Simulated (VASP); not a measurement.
A run of VASP 6.6.1 is set up as follows.

POSCAR

```
Co
1.0
    0.0000000000      3.6470000000      3.6470000000
    1.8235000000      0.0000000000      1.8235000000
    1.8235000000      1.8235000000      0.0000000000
Co
2
Direct
    0.0000000000      0.0000000000      0.0000000000
    0.5000000000      0.0000000000      0.0000000000
```

The input INCAR.step1:

```
  ALGO = Normal
  EDIFF = 1E-5
  ENCUT = 520
  GGA = PE
  ISIF = 2
  ISMEAR = 0
  ISPIN = 2
  LASPH = True
  LMAXMIX = 4
  LORBIT = 11
  LREAL = False
  LWAVE = True
  MAGMOM = 4.2 -4.2
  NBANDS = 20
  NELM = 150
  PREC = Accurate
  SIGMA = 0.1
```

INCAR.step2

```
  ALGO = Normal
  EDIFF = 1E-6
  ENCUT = 520
  GGA = PE
  HFSCREEN = 0.2079
  ISIF = 2
  ISMEAR = 0
  ISPIN = 2
  ISTART = 1
  LASPH = True
  LCHARG = True
  LELF = True
  LHFCALC = True
  LMAXMIX = 4
  LORBIT = 11
  LREAL = False
  LVHAR = True
  LWAVE = False
  MAGMOM = 4.2 -4.2
  NBANDS = 20
  NELM = 150
  PREC = Accurate
  PRECFOCK = Normal
  SIGMA = 0.1
```

File KPOINTS:

```
k-points
0
Gamma
  3 6 6
```

Potentials or basis: VASP PAW PBE potentials, release 64 (Co).

Launch:

```bash
$ cat potpaw_PBE.64/Co/POTCAR > POTCAR
$ cp INCAR.step1 INCAR
$ mpirun -np 1 vasp_std > vasp.out
$ cp INCAR.step2 INCAR
$ mpirun -np 1 vasp_std > vasp.out
```

Predict the band gap on the k mesh.

zero (filled and empty bands overlap).

What does it give for the site moments?

Co +2.18, -2.18 μB.

Stress tensor (GPa, compression positive):
```
 -3.33 -11.78 -11.78
-11.78  -3.33  11.78
-11.78  11.78  -3.33
```

Caveat: the k points lie up to 0.50 Å⁻¹ apart, too coarse for converged energies and pressures of a metal; the PAW data sets were made with another functional, which shifts forces and pressure a little.
